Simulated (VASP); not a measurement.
# AlFe (Cccm) in VASP: a series of runs

AlFe is run at these levels: PBE; tasks: single point.

Program: VASP 6.6.1. These are calculated values, not measurements. Logs are shortened: lines on timing, memory, paths and dates and some standing lists are left out, and cuts for length are marked.

### Step 1. The cell of the first run

Symmetry: Cccm, No. 66, orthorhombic system. Conventional cell: a = 2.603 Å, b = 8.185 Å, c = 5.069 Å, α = 90.00°, β = 90.00°, γ = 90.00°. Within 3.3 Å of Al (site symmetry 222) lie 8 Fe at 2.49 to 3.10 Å and 4 Al at 2.53 to 2.60 Å. Within 3.3 Å of Fe (site symmetry 2/m) lie 8 Al at 2.49 to 3.10 Å and 6 Fe at 2.60 to 2.85 Å.

The cell was generated, and may not be a known phase.

### Step 2. Single point, PBE, collinear spin, ferromagnetic start

Input file INCAR:

```
PREC = Accurate
ENCUT = 690
EDIFF = 1E-6
ISMEAR = 0
SIGMA = 0.1
LREAL = False
LASPH = True
NELM = 200
ALGO = Normal
ISIF = 2
LWAVE = False
LCHARG = True
ISPIN = 2
MAGMOM = 0 0 4 4
LORBIT = 11
LMAXMIX = 4
GGA = PE
LELF = True
LVHAR = True
NBANDS = 31
GGA_COMPAT = False
```

Input file KPOINTS:

```
Automatic mesh
0
Gamma
  4 4 4
```

Input file POSCAR:

```
AlFe
1.0
    1.3016223649     -4.0922600163      0.0000000000
    1.3016223649      4.0922600163      0.0000000000
    0.0000000000      0.0000000000      5.0689565255
Al Fe
2 2
Direct
    0.5000000000      0.5000000000      0.2500000000
    0.5000000000      0.5000000000      0.7500000000
    0.0000000000      0.5000000000      0.0000000000
    0.5000000000      0.0000000000      0.5000000000
```

Potentials or basis: VASP PAW PBE potentials, release 64 (Al, Fe_sv).

Started as:

```bash
cat potpaw_PBE.64/Al/POTCAR potpaw_PBE.64/Fe_sv/POTCAR > POTCAR
mpirun -np 1 vasp_std > vasp.out
```

OUTCAR:

```text
PREC = Accurate
   ENCUT = 690
   EDIFF = 1E-6
   ISMEAR = 0
   LREAL = False
   LASPH = True
   NELM = 200
   ISIF = 2
   ISPIN = 2
   LORBIT = 11
   GGA = PE

 ion  position               nearest neighbor table
   1  0.500  0.500  0.250-   3 2.49   4 2.49   4 2.49   3 2.49   2 2.53   2 2.53
   2  0.500  0.500  0.750-   3 2.49   4 2.49   4 2.49   3 2.49   1 2.53   1 2.53
   3  0.000  0.500  0.000-   1 2.49   2 2.49   1 2.49   2 2.49
   4  0.500  0.000  0.500-   1 2.49   2 2.49   1 2.49   2 2.49

  LATTYP: Found a base centered orthorhombic cell.
 ALAT       =     2.6032447298
 B/A-ratio  =     3.1439687321
 C/A-ratio  =     1.9471686498

  Lattice vectors:

 A1 = (   1.3016223649,  -4.0922600163,   0.0000000000)
 A2 = (   1.3016223649,   4.0922600163,   0.0000000000)
 A3 = (   0.0000000000,   0.0000000000,   5.0689565255)

Analysis of symmetry for initial positions (statically):
=====================================================================
 Subroutine PRICEL returns:
 Original cell was already a primitive cell.

 Routine SETGRP: Setting up the symmetry group for a
 base centered orthorhombic supercell.

 Subroutine GETGRP returns: Found  8 space group operations
 (whereof  4 operations were pure point group operations)
 out of a pool of  8 trial point group operations.

The static configuration has the point symmetry C_2h.
 The point group associated with its full space group is D_2h.

Analysis of symmetry for dynamics (positions and initial velocities):
=====================================================================
 Subroutine PRICEL returns:
 Original cell was already a primitive cell.

 Routine SETGRP: Setting up the symmetry group for a
 base centered orthorhombic supercell.

 Subroutine GETGRP returns: Found  8 space group operations
 (whereof  4 operations were pure point group operations)
 out of a pool of  8 trial point group operations.

The dynamic configuration has the point symmetry C_2h.
 The point group associated with its full space group is D_2h.

Analysis of structural, dynamic, and magnetic symmetry:
=====================================================================
 Subroutine PRICEL returns:
 Original cell was already a primitive cell.

 Routine SETGRP: Setting up the symmetry group for a
 base centered orthorhombic supercell.

 Subroutine GETGRP returns: Found  8 space group operations
 (whereof  4 operations were pure point group operations)
 out of a pool of  8 trial point group operations.

The overall configuration has the point symmetry C_2h.
 The point group associated with its full space group is D_2h.

 Subroutine INISYM returns: Found  8 space group operations
 (whereof  4 operations are pure point group operations),
 and found     1 'primitive' translations

----------------------------------------------------------------------------------------

                                     Primitive cell

  volume of cell :      54.0004

  direct lattice vectors                    reciprocal lattice vectors
     1.301622365 -4.092260016  0.000000000     0.384135993 -0.122181875  0.000000000
     1.301622365  4.092260016  0.000000000     0.384135993  0.122181875  0.000000000
     0.000000000  0.000000000  5.068956525     0.000000000  0.000000000  0.197279262

  length of vectors
     4.294276752  4.294276752  5.068956525     0.403099084  0.403099084  0.197279262

  position of ions in fractional coordinates (direct lattice)
     0.500000000  0.500000000  0.250000000
     0.500000000  0.500000000  0.750000000
     0.000000000  0.500000000  0.000000000
     0.500000000  0.000000000  0.500000000

  ion indices of the primitive-cell ions
   primitive index   ion index
                 1           1
                 2           2
                 3           3
                 4           4

----------------------------------------------------------------------------------------

 KPOINTS: Automatic mesh

Automatic generation of k-mesh.
 Grid dimensions read from file:
 generate k-points for:    4    4    4

 Generating k-lattice:

  Cartesian coordinates                     Fractional coordinates (reciprocal lattice)
     0.096033998 -0.030545469  0.000000000     0.250000000  0.000000000  0.000000000
     0.096033998  0.030545469  0.000000000     0.000000000  0.250000000  0.000000000
     0.000000000  0.000000000  0.049319815     0.000000000  0.000000000  0.250000000

  Length of vectors
     0.100774771  0.100774771  0.049319815

  Shift w.r.t. Gamma in fractional coordinates (k-lattice)
     0.000000000  0.000000000  0.000000000

 Subroutine IBZKPT returns following result:
 ===========================================

 Found     21 irreducible k-points:

 Following reciprocal coordinates:
            Coordinates               Weight
  0.000000  0.000000  0.000000      1.000000
  0.250000 -0.000000  0.000000      4.000000
  0.500000 -0.000000  0.000000      2.000000
  0.250000  0.250000  0.000000      2.000000
  0.500000  0.250000  0.000000      4.000000
 -0.250000  0.250000  0.000000      2.000000
[... 13 lines left out ...]
 -0.250000  0.250000  0.500000      2.000000
  0.500000  0.500000  0.500000      1.000000
   k-points           NKPTS =     21   k-points in BZ     NKDIM =     21   number of bands    NBANDS=     31
   number of dos      NEDOS =    301   number of ions     NIONS =      4
   total plane-waves  NPLWV =  76800
   dimension x,y,z NGX =    40 NGY =   40 NGZ =   48
   dimension x,y,z NGXF=    80 NGYF=   80 NGZF=   96
   ions per type =               2   2
   NGX,Y,Z   is equivalent  to a cutoff of  15.49, 15.49, 15.74 a.u.
   NGXF,Y,Z  is equivalent  to a cutoff of  30.97, 30.97, 31.49 a.u.
 SYSTEM =  unknown system
   PREC   = accura    normal or accurate (medium, high low for compatibility)
   ISTART =      0    job   : 0-new  1-cont  2-samecut
   ICHARG =      2    charge: 1-file 2-atom 10-const
   ISPIN  =      2    spin polarized calculation?
   LNONCOLLINEAR =      F non collinear calculations
   LSORBIT =      F    spin-orbit coupling
   LASPH  =      T    aspherical Exc in radial PAW
   ENCUT  =  690.0 eV  50.71 Ry    7.12 a.u.   9.20  9.20 10.86*2*pi/ulx,y,z
   NELM   =    200;   NELMIN=  2; NELMDL= -5     # of ELM steps
   EDIFF  = 0.1E-05   stopping-criterion for ELM
   LREAL  =      F    real-space projection
[... 7 lines left out ...]
   TEBEG  =    0.0;   TEEND  =   0.0 temperature during run
   PSTRESS=    0.0 pullay stress
   NELECT =      38.0000    total number of electrons
   NUPDOWN=      -1.0000    fix difference up-down
   EMIN   =  10.00;   EMAX   =-10.00  energy-range for DOS
   EFERMI =   0.00;   METHOD = LEGACY
   ISMEAR =     0;   SIGMA  =   0.10  broadening in eV -4-tet -1-fermi 0-gaus
   EFERMI_NEDOS =   21; number of points for ismear=-14 and -15
   IALGO  =     38    algorithm
   IMIX   =      4    mixing-type and parameters
     AMIX     =   0.40;   BMIX     =  1.00
     AMIX_MAG =   1.60;   BMIX_MAG =  1.00
  volume/ion in A,a.u.               =      13.50        91.10
  Fermi-wavevector in a.u.,A,eV,Ry     =   1.456142  2.751710 28.849112  2.120350
  Thomas-Fermi vector in A             =   2.573095
   LORBIT       =     11    0 simple, 1 ext, 2 COOP (PROOUT), +10 PAW based schemes
   GGA     = PE    functional components
   LHFCALC =     F    Hartree Fock is set to
   AEXX    =    0.0000 exact exchange contribution
   IVDW    =     0    specifies the selected vdW correction
   LEPSILON=     F    determine dielectric tensor
   LRPA    =     F    only Hartree local field effects (RPA)
 spin polarized calculation
 Gauss-broadening in eV      SIGMA  =   0.10
  energy-cutoff  :      690.00
  volume of cell :       54.00
 maximum number of plane-waves:      2253
 NGX is ok and might be reduce to    40
   NGX = 19   NGY = 19   NGZ = 21

 number of electron      37.9999996 magnetization       4.0664685

 Free energy of the ion-electron system (eV)
  ---------------------------------------------------
  ext. energy  EPLUGINS =         0.00000000
  ---------------------------------------------------
  free energy    TOTEN  =       -24.11025489 eV

  energy without entropy =      -24.09953829  energy(sigma->0) =      -24.10489659

 E-fermi :   9.9233     XC(G=0): -11.7828

 val. band max:        9.9155823041   @ k =   0.5000   0.2500   0.5000
 cond. band min:       9.9429905189   @ k =   0.2500   0.2500   0.5000
 fundamental gap:      0.0274082149
 Fermi energy:         9.9232550210

 spin component 1

 k-point     1 :       0.0000    0.0000    0.0000
  band No.  band energies     occupation
      1     -78.1487      1.00000
      2     -78.1392      1.00000
      3     -44.2664      1.00000
      4     -44.2246      1.00000
      5     -44.2105      1.00000
      6     -44.1760      1.00000
[... 703 lines left out ...]
     30      22.3633      0.00000
     31      22.7078      0.00000
 Fermi energy:         9.9232550210

 spin component 2

 k-point     1 :       0.0000    0.0000    0.0000
  band No.  band energies     occupation
      1     -75.7280      1.00000
      2     -75.7175      1.00000
      3     -41.9588      1.00000
      4     -41.9458      1.00000
      5     -41.8633      1.00000
      6     -41.7611      1.00000
[... 703 lines left out ...]
     30      22.3071      0.00000
     31      22.9560      0.00000

------------------------ aborting loop because EDIFF is reached ----------------------------------------

  FORCE on cell =-STRESS in cart. coord.  units (eV):
  Direction    XX          YY          ZZ          XY          YZ          ZX
  --------------------------------------------------------------------------------------
  -------------------------------------------------------------------------------------
  Total       -0.2088070     -0.1358651     -0.2092518      0.0000000      0.0000000      0.0000000
  in kB       -6.1952498     -4.0310826     -6.2084462      0.0000000      0.0000000      0.0000000
  external PRESSURE =      -5.4782596 kB  Pullay stress =       0.0000000 kB

 VOLUME and BASIS-vectors are now :
 -----------------------------------------------------------------------------
  energy-cutoff  :      690.00
  volume of cell :       54.00
      direct lattice vectors                 reciprocal lattice vectors
     1.301622365 -4.092260016  0.000000000     0.384135993 -0.122181875  0.000000000
     1.301622365  4.092260016  0.000000000     0.384135993  0.122181875  0.000000000
     0.000000000  0.000000000  5.068956525     0.000000000  0.000000000  0.197279262

 POSITION                                       TOTAL-FORCE (eV/Angst)
 -----------------------------------------------------------------------------------
      1.30162      0.00000      1.26724         0.000000     -0.000000      0.000000
      1.30162      0.00000      3.80172         0.000000      0.000000      0.000000
      0.65081      2.04613      0.00000         0.000000      0.000000     -0.000000
      0.65081     -2.04613      2.53448        -0.000000      0.000000     -0.000000
 -----------------------------------------------------------------------------------
    total drift:                               -0.000000      0.000000      0.000000

  FREE ENERGIE OF THE ION-ELECTRON SYSTEM (eV)
  ---------------------------------------------------
  free  energy   TOTEN  =       -24.1102548936 eV

  energy  without entropy=      -24.0995382880  energy(sigma->0) =      -24.10489659

 total charge

# of ion       s       p       d       tot
------------------------------------------
    1        0.435   0.416   0.000   0.851
    2        0.435   0.416   0.000   0.851
    3        2.157   6.015   5.578  13.750
    4        2.157   6.015   5.578  13.750
--------------------------------------------------
tot          5.184  12.862  11.156  29.202

 magnetization (x)

# of ion       s       p       d       tot
------------------------------------------
    1       -0.003  -0.022   0.000  -0.025
    2       -0.003  -0.022   0.000  -0.025
    3        0.004   0.003   2.034   2.041
    4        0.004   0.003   2.034   2.041
--------------------------------------------------
tot          0.001  -0.037   4.068   4.032
```

It took 1.9 min on 1 thread of Intel Xeon Platinum 8488C (Sapphire Rapids), shared host; peak memory 0.35 GiB.

What came out:

```yaml
Free_energy: -24.1103 eV
Pressure: -0.5 GPa
Net_moment: 4.07 μB per cell
Site_moments: Al -0.03; Fe +2.04 μB
Valence_electrons_inside_the_program's_atomic_spheres: Al 0.85; Fe 13.75
```

Stress tensor (GPa, compression positive):
```
-0.62  0.00  0.00
 0.00 -0.40  0.00
 0.00  0.00 -0.62
```

Levels at points of the mesh, in eV from the Fermi level:
Spin up:
```
           k point  band 19  band 20  band 21  band 22  band 23  band 24
(0.00, 0.00, 0.00)    -1.65    -1.50    -0.88     0.23     2.33     3.74
(0.50, 0.00, 0.00)    -0.94    -0.73     1.43     1.60     1.67     2.45
(0.50, 0.50, 0.00)    -1.68    -1.63    -1.48    -0.88     0.75     2.28
(0.00, 0.00, 0.50)    -1.36    -1.36     0.73     0.73     2.85     2.85
(0.50, 0.00, 0.50)    -0.77    -0.75     0.67     0.86     1.17     1.88
(0.50, 0.50, 0.50)    -1.55    -1.55    -1.37    -1.37     4.19     4.19
```
Spin down:
| k point | band 13 | band 14 | band 15 | band 16 | band 17 | band 18 | band 19 | band 20 | band 21 | band 22 |
| --- | --- | --- | --- | --- | --- | --- | --- | --- | --- | --- |
| (0.00, 0.00, 0.00) | -2.42 | -2.05 | -1.91 | -0.71 | 0.44 | 0.46 | 0.80 | 1.19 | 1.58 | 1.90 |
| (0.50, 0.00, 0.00) | -1.93 | -1.87 | -0.97 | -0.84 | -0.69 | -0.53 | 0.24 | 0.56 | 2.36 | 2.53 |
| (0.50, 0.50, 0.00) | -2.56 | -1.77 | -1.39 | -0.91 | -0.61 | 0.38 | 0.41 | 1.02 | 1.25 | 1.58 |
| (0.00, 0.00, 0.50) | -2.21 | -2.21 | -1.31 | -1.31 | 0.97 | 0.97 | 0.98 | 0.98 | 1.68 | 1.68 |
| (0.50, 0.00, 0.50) | -2.53 | -2.15 | -1.14 | -0.87 | 0.08 | 0.19 | 0.88 | 1.45 | 1.45 | 1.99 |
| (0.50, 0.50, 0.50) | -1.40 | -1.40 | -0.73 | -0.73 | -0.73 | -0.73 | 0.96 | 0.96 | 1.13 | 1.13 |

Caveat: the k points lie up to 0.63 Å⁻¹ apart.

### Step 3. Single point, PBE, collinear spin, ferromagnetic start

This run uses another cell than the first one, of 13.53 Å³/atom.

Input file INCAR:

```
SYSTEM = AlFe
  ALGO = Normal
  EDIFF = 1E-6
  ENCUT = 690
  GGA = PE
  GGA_COMPAT = .False.
  ISIF = 2
  ISMEAR = 0
  ISPIN = 2
  LASPH = .True.
  LCHARG = .False.
  LMAXMIX = 4
  LORBIT = 11
  LREAL = .False.
  LWAVE = .False.
  MAGMOM = 0 0 2.31 2.31
  NBANDS = 31
  NELM = 200
  PREC = Accurate
  SIGMA = 0.1
```

Input file KPOINTS:

```
k-points
0
Gamma
  8 8 4
  0 0 0
```

Input file POSCAR:

```
AlFe
1.0
    1.2991616824     -4.0807082252      0.0000000000
    1.2991616824      4.0807082252      0.0000000000
    0.0000000000      0.0000000000      5.1032680434
Al Fe
2 2
Direct
    0.5000000000      0.5000000000      0.7500000000
    0.5000000000      0.5000000000      0.2500000000
    0.0000000000      0.5000000000      0.5000000000
    0.5000000000      0.0000000000      0.0000000000
```

Potentials or basis: VASP PAW PBE potentials, release 64 (Al, Fe_sv).

Started as:

```bash
cat potpaw_PBE.64/Al/POTCAR potpaw_PBE.64/Fe_sv/POTCAR > POTCAR
mpirun -np 1 vasp_std > vasp.out
```

OUTCAR:

```text
SYSTEM = AlFe
   EDIFF = 1E-6
   ENCUT = 690
   GGA = PE
   ISIF = 2
   ISMEAR = 0
   ISPIN = 2
   LASPH = .True.
   LORBIT = 11
   LREAL = .False.
   NELM = 200
   PREC = Accurate

 ion  position               nearest neighbor table
   1  0.500  0.500  0.750-   3 2.49   4 2.49   4 2.49   3 2.49   2 2.55   2 2.55
   2  0.500  0.500  0.250-   3 2.49   4 2.49   4 2.49   3 2.49   1 2.55   1 2.55
   3  0.000  0.500  0.500-   1 2.49   2 2.49   1 2.49   2 2.49
   4  0.500  0.000  0.000-   1 2.49   2 2.49   1 2.49   2 2.49

  LATTYP: Found a base centered orthorhombic cell.
 ALAT       =     2.5983233648
 B/A-ratio  =     3.1410318519
 C/A-ratio  =     1.9640619457
[... 1865 lines left out ...]
     1.299161682 -4.080708225  0.000000000     0.384863568 -0.122527751  0.000000000
     1.299161682  4.080708225  0.000000000     0.384863568  0.122527751  0.000000000
     0.000000000  0.000000000  5.103268043     0.000000000  0.000000000  0.195952866

 POSITION                                       TOTAL-FORCE (eV/Angst)
 -----------------------------------------------------------------------------------
      1.29916      0.00000      3.82745         0.000000     -0.000000      0.000000
      1.29916      0.00000      1.27582         0.000000      0.000000      0.000000
      0.64958      2.04035      2.55163         0.000000      0.000000     -0.000000
      0.64958     -2.04035      0.00000        -0.000000      0.000000     -0.000000
 -----------------------------------------------------------------------------------
    total drift:                                0.000000      0.000000     -0.000000

  FREE ENERGIE OF THE ION-ELECTRON SYSTEM (eV)
  ---------------------------------------------------
  free  energy   TOTEN  =       -24.0784164200 eV

  energy  without entropy=      -24.0650580675  energy(sigma->0) =      -24.07173724

 total charge

# of ion       s       p       d       tot
------------------------------------------
    1        0.432   0.415   0.000   0.847
    2        0.432   0.415   0.000   0.847
    3        2.157   6.015   5.578  13.751
    4        2.157   6.015   5.578  13.751
--------------------------------------------------
tot          5.179  12.860  11.157  29.196

 magnetization (x)

# of ion       s       p       d       tot
------------------------------------------
    1       -0.006  -0.025   0.000  -0.032
    2       -0.006  -0.025   0.000  -0.032
    3        0.004   0.004   2.051   2.059
    4        0.004   0.004   2.051   2.059
--------------------------------------------------
tot         -0.004  -0.044   4.102   4.055
```

OSZICAR:

```text
N       E                     dE             d eps       ncg     rms          rms(c)
DAV:   1     0.774336707006E+03    0.77434E+03   -0.24517E+04  7819   0.186E+03
DAV:   2     0.337900552136E+02   -0.74055E+03   -0.71426E+03  7812   0.656E+02
DAV:   3    -0.254607797147E+02   -0.59251E+02   -0.57885E+02  9541   0.214E+02
DAV:   4    -0.277111490365E+02   -0.22504E+01   -0.22433E+01 10126   0.571E+01
DAV:   5    -0.278005412298E+02   -0.89392E-01   -0.89377E-01 10677   0.104E+01    0.212E+01
DAV:   6    -0.361495855316E+02   -0.83490E+01   -0.70244E+01 10584   0.116E+02    0.523E+01
DAV:   7    -0.240086091719E+02    0.12141E+02   -0.42956E+01  9945   0.762E+01    0.652E+00
DAV:   8    -0.240639124369E+02   -0.55303E-01   -0.13063E+00 11047   0.116E+01    0.284E+00
DAV:   9    -0.240794091738E+02   -0.15497E-01   -0.10620E-01 10276   0.321E+00    0.125E+00
DAV:  10    -0.240783571725E+02    0.10520E-02   -0.18170E-02 11468   0.130E+00    0.594E-01
DAV:  11    -0.240784342870E+02   -0.77115E-04   -0.31129E-03 10043   0.748E-01    0.247E-01
DAV:  12    -0.240784028928E+02    0.31394E-04   -0.57774E-04 10729   0.331E-01    0.999E-02
DAV:  13    -0.240784181684E+02   -0.15276E-04   -0.62440E-05  9305   0.118E-01    0.496E-02
DAV:  14    -0.240784171528E+02    0.10156E-05   -0.88216E-06 10620   0.340E-02    0.217E-02
DAV:  15    -0.240784164200E+02    0.73280E-06   -0.16004E-06  6960   0.161E-02
   1 F= -.24078416E+02 E0= -.24071737E+02  d E =-.133584E-01  mag=     4.0815
```

Wall time 3.7 min (1 thread of AMD EPYC 9R45 (Zen 5), shared host); peak memory 0.43 GiB.

Results:

```
Free energy                                           : -24.0784 eV
Pressure                                              : -0.7 GPa
Net moment                                            : 4.08 μB per cell
Site moments                                          : Al -0.03; Fe +2.06 μB
Valence electrons inside the program's atomic spheres : Al 0.85; Fe 13.75
```
